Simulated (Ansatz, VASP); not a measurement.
## Two plane-wave programs on Al

The input INCAR:

```
SYSTEM = Al
ALGO = Normal
EDIFF = 1E-6
ENCUT = 520
GGA = PE
ISIF = 2
ISMEAR = -1
LASPH = .True.
LCHARG = .False.
LREAL = .False.
LWAVE = .False.
NBANDS = 10
NELM = 100
PREC = Accurate
SIGMA = 0.1
```

KPOINTS

```
k-points
0
Gamma
  15 15 15
  0 0 0
```

File POSCAR:

```
Al
1.0
    0.0000000000      3.0633957032      3.0633957032
    3.0633957032      0.0000000000      3.0633957032
    3.0633957032      3.0633957032      0.0000000000
Al
2
Direct
    0.1250000000      0.1250000000      0.1250000000
    0.8750000000      0.8750000000      0.8750000000
```

Input for Ansatz:

```yaml
crystal:
  lattice:
    - [0.0, 3.0633957032, 3.0633957032]
    - [3.0633957032, 0.0, 3.0633957032]
    - [3.0633957032, 3.0633957032, 0.0]
  atoms:
    - { symbol: Al, position: [0.125, 0.125, 0.125] }
    - { symbol: Al, position: [0.875, 0.875, 0.875] }
hamiltonian:
  xc: pbe
  pseudopotentials:
    kind: paw
    azcp:
      Al: "pseudopotentials/Al.paw.azcp"
basis:
  ecutwfc: 420
  fft_grid_basis: typed
kpoints:
  mp_grid: { grid: [15, 15, 15], shift: [0, 0, 0] }
magnetization:
  spin_polarized: false
scf:
  occupations: { method: fermi_dirac, width: 0.1 }
output:
  stress: true
```

Alike in both runs: task single point; functional PBE; k mesh 15 × 15 × 15; occupations fermi-dirac, width 0.1 eV; no spin polarisation.

|  | VASP | Ansatz |
| --- | --- | --- |
| version | VASP 6.6.1 | Ansatz 0.2.0 |
| potentials or method | VASP PAW PBE potentials, release 64 (Al), cutoff 520 eV | plane waves (420 eV) with PAW, scalar-relativistic |
| valence electrons in the cell | 6 | 6 |

|  | VASP | Ansatz | Ansatz less VASP |
| --- | --- | --- | --- |
| pressure (GPa) | -1.3 | -1.3 | +0.02 |

The functional is the same, so the differences come from potentials, cutoffs and numerics.
